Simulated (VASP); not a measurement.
# W (I4/mmm) in VASP: a series of runs, part 2 of 3

VASP 6.6.1. Earlier steps stand in the parts before.

### Step 3. Single point, LDA

The input, INCAR:

```
SYSTEM = W
PREC     = Accurate       ! precision mode
ENCUT    = 520            ! plane-wave cutoff, eV
EDIFF    = 1E-6           ! SCF threshold, eV
ISMEAR   = 0              ! smearing method
SIGMA    = 0.15           ! smearing width, eV
LREAL    = .False.        ! projectors in reciprocal space
LASPH    = .True.         ! aspherical terms in the spheres
NELM     = 80             ! most SCF steps
ALGO     = Fast           ! electronic algorithm
ISIF     = 2              ! what is computed and relaxed
LWAVE    = .False.        ! write WAVECAR
LCHARG   = .False.        ! write CHGCAR
NBANDS   = 13             ! bands
```

The input, KPOINTS:

```
Automatic mesh
0
Gamma
  24 24 24
  0 0 0
```

The input, POSCAR:

```
W
1.0
   -1.6862172057      1.6862172057      1.4332846249
    1.6862172057     -1.6862172057      1.4332846249
    1.6862172057      1.6862172057     -1.4332846249
W
1
Direct
    0.0000000000      0.0000000000      0.0000000000
```

Potentials or basis: VASP PAW LDA potentials, release 64 (W_sv).

Run with:

```bash
$ cat potpaw_LDA.64/W_sv/POTCAR > POTCAR
$ mpirun -np 1 vasp_std > vasp.out
```

OUTCAR:

```text
SYSTEM = W
   PREC = Accurate
   ENCUT = 520
   EDIFF = 1E-6
   ISMEAR = 0
   LREAL = .False.
   LASPH = .True.
   NELM = 80
   ISIF = 2

 ion  position               nearest neighbor table
   1  0.000  0.000  0.000-

  LATTYP: Found a body centered tetragonal cell.
 ALAT       =     3.3724344114
 C/A-ratio  =     0.8500000000

  Lattice vectors:

 A1 = (  -1.6862172057,   1.6862172057,   1.4332846249)
 A2 = (   1.6862172057,  -1.6862172057,   1.4332846249)
 A3 = (   1.6862172057,   1.6862172057,  -1.4332846249)

Analysis of symmetry for initial positions (statically):
=====================================================================
 Subroutine PRICEL returns:
 Original cell was already a primitive cell.

 Routine SETGRP: Setting up the symmetry group for a
 body centered tetragonal supercell.

 Subroutine GETGRP returns: Found 16 space group operations
 (whereof 16 operations were pure point group operations)
 out of a pool of 16 trial point group operations.

The static configuration has the point symmetry D_4h.

Analysis of symmetry for dynamics (positions and initial velocities):
=====================================================================
 Subroutine PRICEL returns:
 Original cell was already a primitive cell.

 Routine SETGRP: Setting up the symmetry group for a
 body centered tetragonal supercell.

 Subroutine GETGRP returns: Found 16 space group operations
 (whereof 16 operations were pure point group operations)
 out of a pool of 16 trial point group operations.

The dynamic configuration has the point symmetry D_4h.

 Subroutine INISYM returns: Found 16 space group operations
 (whereof 16 operations are pure point group operations),
 and found     1 'primitive' translations

[... 110 lines left out ...]
   IMIX   =      4    mixing-type and parameters
     AMIX     =   0.40;   BMIX     =  1.00
     AMIX_MAG =   1.60;   BMIX_MAG =  1.00
  volume/ion in A,a.u.               =      16.30       110.01
  Fermi-wavevector in a.u.,A,eV,Ry     =   1.556125  2.940649 32.946829  2.421524
  Thomas-Fermi vector in A             =   2.659966
   LORBIT       =      0    0 simple, 1 ext, 2 COOP (PROOUT), +10 PAW based schemes
   GGA     = CA    functional components
   LHFCALC =     F    Hartree Fock is set to
   AEXX    =    0.0000 exact exchange contribution
   IVDW    =     0    specifies the selected vdW correction
   LEPSILON=     F    determine dielectric tensor
   LRPA    =     F    only Hartree local field effects (RPA)
 non-spin polarized calculation
 RMM-DIIS sequential band-by-band and
 Gauss-broadening in eV      SIGMA  =   0.15
  energy-cutoff  :      520.00
  volume of cell :       16.30
 maximum number of plane-waves:       458
 NGX is ok and might be reduce to    24
   NGX = 11   NGY = 11   NGZ = 11

 number of electron      13.9999999 magnetization

 Free energy of the ion-electron system (eV)
  ---------------------------------------------------
  ext. energy  EPLUGINS =         0.00000000
  ---------------------------------------------------
  free energy    TOTEN  =       -13.81294738 eV

  energy without entropy =      -13.80430460  energy(sigma->0) =      -13.80862599

 E-fermi :  10.8419     XC(G=0): -13.6625

 val. band max:       10.8403283348   @ k =  -0.2917   0.4583   0.2917
 cond. band min:      10.8432193206   @ k =  -0.1250   0.0417   0.0000
 fundamental gap:      0.0028909857
 Fermi energy:        10.8418677400

 k-point     1 :       0.0000    0.0000    0.0000
  band No.  band energies     occupation
      1     -62.8355      2.00000
      2     -26.7397      2.00000
      3     -26.7397      2.00000
      4     -26.5676      2.00000
      5       1.5255      2.00000
      6       8.4548      2.00000
      7      10.7423      1.65204
      8      10.7423      1.65204
      9      11.3153      0.00001
     10      14.1971      0.00000
     11      24.6333      0.00000
     12      24.6333      0.00000
     13      27.9747      0.00000
[... 354 lines left out ...]
  band No.  band energies     occupation
      1     -62.6980      2.00000
      2     -27.8687      2.00000
      3     -27.1369      2.00000
      4     -26.8105      2.00000
      5       4.9390      2.00000
      6       6.9202      2.00000
      7      11.8688      0.00000
      8      12.8446      0.00000
      9      15.6404      0.00000
     10      16.6013      0.00000
     11      21.9756      0.00000
     12      22.4089      0.00000
     13      26.0731      0.00000

 [... further k-points ...]
[... 5 lines left out ...]
  --------------------------------------------------------------------------------------
  -------------------------------------------------------------------------------------
  Total       -2.4179266     -2.4179266      1.4452150      0.0000000      0.0000000     -0.0000000
  in kB     -237.6480334   -237.6480334    142.0442237      0.0000000      0.0000000     -0.0000000
  external PRESSURE =    -111.0839477 kB  Pullay stress =       0.0000000 kB

 VOLUME and BASIS-vectors are now :
 -----------------------------------------------------------------------------
  energy-cutoff  :      520.00
  volume of cell :       16.30
      direct lattice vectors                 reciprocal lattice vectors
    -1.686217206  1.686217206  1.433284625     0.000000000  0.296521705  0.348849064
     1.686217206 -1.686217206  1.433284625     0.296521705  0.000000000  0.348849064
     1.686217206  1.686217206 -1.433284625     0.296521705  0.296521705  0.000000000

 POSITION                                       TOTAL-FORCE (eV/Angst)
 -----------------------------------------------------------------------------------
      0.00000      0.00000      0.00000        -0.000000     -0.000000     -0.000000
 -----------------------------------------------------------------------------------
    total drift:                                0.000000      0.000000      0.000000

  FREE ENERGIE OF THE ION-ELECTRON SYSTEM (eV)
  ---------------------------------------------------
  free  energy   TOTEN  =       -13.8129473784 eV

  energy  without entropy=      -13.8043045980  energy(sigma->0) =      -13.80862599
```

OSZICAR:

```text
N       E                     dE             d eps       ncg     rms          rms(c)
DAV:   1     0.841778469984E+02    0.84178E+02   -0.74879E+03 27794   0.122E+03
DAV:   2    -0.128224573939E+02   -0.97000E+02   -0.93223E+02 30928   0.316E+02
DAV:   3    -0.144978990339E+02   -0.16754E+01   -0.16684E+01 30698   0.402E+01
DAV:   4    -0.145049611661E+02   -0.70621E-02   -0.70618E-02 30568   0.288E+00
DAV:   5    -0.145050217207E+02   -0.60555E-04   -0.60554E-04 31153   0.252E-01    0.199E+01
RMM:   6    -0.139536394914E+02    0.55138E+00   -0.43149E-01 30087   0.584E+00    0.803E+00
RMM:   7    -0.138173366451E+02    0.13630E+00   -0.27929E-01 30496   0.465E+00    0.758E-01
RMM:   8    -0.138130981167E+02    0.42385E-02   -0.11181E-02 34348   0.116E+00    0.211E-01
RMM:   9    -0.138129420515E+02    0.15607E-03   -0.17110E-03 33526   0.483E-01    0.229E-02
RMM:  10    -0.138129473658E+02   -0.53143E-05   -0.22205E-04 35791   0.185E-01    0.860E-03
RMM:  11    -0.138129464236E+02    0.94225E-06   -0.37981E-05 35371   0.763E-02    0.491E-03
RMM:  12    -0.138129472866E+02   -0.86301E-06   -0.10381E-05 30421   0.369E-02    0.347E-03
RMM:  13    -0.138129473784E+02   -0.91815E-07   -0.13204E-06 23771   0.136E-02
   1 F= -.13812947E+02 E0= -.13808626E+02  d E =-.864278E-02
```

stdout:

```text
POSCAR found type information on POSCAR W
 POSCAR found :  1 types and       1 ions
 scaLAPACK will be used
 LDA part: xc-table for (Slater(with rela. corr.)+CA(PZ))
 , standard interpolation
 POSCAR, INCAR and KPOINTS ok, starting setup
 FFT: planning ... GRIDC
 FFT: planning ... GRID_SOFT
 FFT: planning ... GRID
 WAVECAR not read
 entering main loop
WARNING in EDDRMM: call to ZHEGV failed, returncode =   8  4     13
```

It took 2.8 min on 1 thread of Intel Xeon Platinum 8488C (Sapphire Rapids), shared host; peak memory 0.31 GiB.

Results:

```yaml
Free_energy: -13.8129 eV
Pressure: -11.1 GPa
Band_gap_on_the_k_mesh: zero (bands 7 and 8 overlap by 6.27 eV)
```

Stress tensor (GPa, compression positive):
```
-23.76   0.00   0.00
  0.00 -23.76   0.00
  0.00   0.00  14.20
```

Caveat: the stress differs along the axes, from -24 to 14 GPa; spin-orbit coupling is left out, which moves the levels of the heavy elements.

### Step 4. Single point, LDA

The input, INCAR:

```
SYSTEM = W
  PREC = Accurate
  ENCUT = 520
  EDIFF = 1E-6
  ISMEAR = 0
  SIGMA = 0.15
  LREAL = .FALSE.
  LASPH = .TRUE.
  NELM = 60
  ALGO = Fast
  ISIF = 2
  LWAVE = .FALSE.
  LCHARG = .TRUE.
  LELF = .TRUE.
  LVHAR = .TRUE.
  NBANDS = 13
```

The input, KPOINTS:

```
regular mesh
0
G
  24 24 24
  0 0 0
```

The input, POSCAR:

```
W
1.0
   -1.5031168489      1.5031168489      1.8037402187
    1.5031168489     -1.5031168489      1.8037402187
    1.5031168489      1.5031168489     -1.8037402187
W
1
Direct
    0.0000000000      0.0000000000      0.0000000000
```

Potentials or basis: VASP PAW LDA potentials, release 64 (W_sv).

Run with:

```bash
$ cat potpaw_LDA.64/W_sv/POTCAR > POTCAR
$ mpirun -np 1 vasp_std > vasp.out
```

OUTCAR:

```text
SYSTEM = W
   PREC = Accurate
   ENCUT = 520
   EDIFF = 1E-6
   ISMEAR = 0
   LREAL = .FALSE.
   LASPH = .TRUE.
   NELM = 60
   ISIF = 2

 ion  position               nearest neighbor table
   1  0.000  0.000  0.000-

  LATTYP: Found a body centered tetragonal cell.
 ALAT       =     3.0062336978
 C/A-ratio  =     1.2000000000

  Lattice vectors:

 A1 = (  -1.5031168489,   1.5031168489,   1.8037402187)
[... 554 lines left out ...]
      1     -62.7205      2.00000
      2     -27.8836      2.00000
      3     -26.9942      2.00000
      4     -26.7317      2.00000
      5       4.8981      2.00000
      6       8.4500      2.00000
      7      11.0041      0.11542
      8      11.1732      0.00153
      9      14.5524      0.00000
     10      16.3275      0.00000
     11      21.0513      0.00000
     12      22.9883      0.00000
     13      28.4379      0.00000

 [... further k-points ...]
[... 5 lines left out ...]
  --------------------------------------------------------------------------------------
  -------------------------------------------------------------------------------------
  Total       -0.1685003     -0.1685003     -3.1947917      0.0000000     -0.0000000      0.0000000
  in kB      -16.5612039    -16.5612039   -314.0029021      0.0000000     -0.0000000      0.0000000
  external PRESSURE =    -115.7084366 kB  Pullay stress =       0.0000000 kB

 VOLUME and BASIS-vectors are now :
 -----------------------------------------------------------------------------
  energy-cutoff  :      520.00
  volume of cell :       16.30
      direct lattice vectors                 reciprocal lattice vectors
    -1.503116849  1.503116849  1.803740219     0.000000000  0.332642136  0.277201780
     1.503116849 -1.503116849  1.803740219     0.332642136  0.000000000  0.277201780
     1.503116849  1.503116849 -1.803740219     0.332642136  0.332642136  0.000000000

 POSITION                                       TOTAL-FORCE (eV/Angst)
 -----------------------------------------------------------------------------------
      0.00000      0.00000      0.00000         0.000000     -0.000000     -0.000000
 -----------------------------------------------------------------------------------
    total drift:                                0.000000      0.000000      0.000000

  FREE ENERGIE OF THE ION-ELECTRON SYSTEM (eV)
  ---------------------------------------------------
  free  energy   TOTEN  =       -13.8164956266 eV

  energy  without entropy=      -13.8087414878  energy(sigma->0) =      -13.81261856
```

It took 2.6 min on 1 thread of Intel Xeon Platinum 8488C (Sapphire Rapids), shared host; peak memory 0.31 GiB.

What came out:

| Property | Result |
| --- | --- |
| Free energy | -13.8165 eV |
| Pressure | -11.6 GPa |
| Band gap on the k mesh | zero (bands 7 and 8 overlap by 5.52 eV) |

Caveat: the stress differs along the axes, from -31 to -2 GPa; spin-orbit coupling is left out, which moves the levels of the heavy elements.

(Continued in part 3 of 3.)
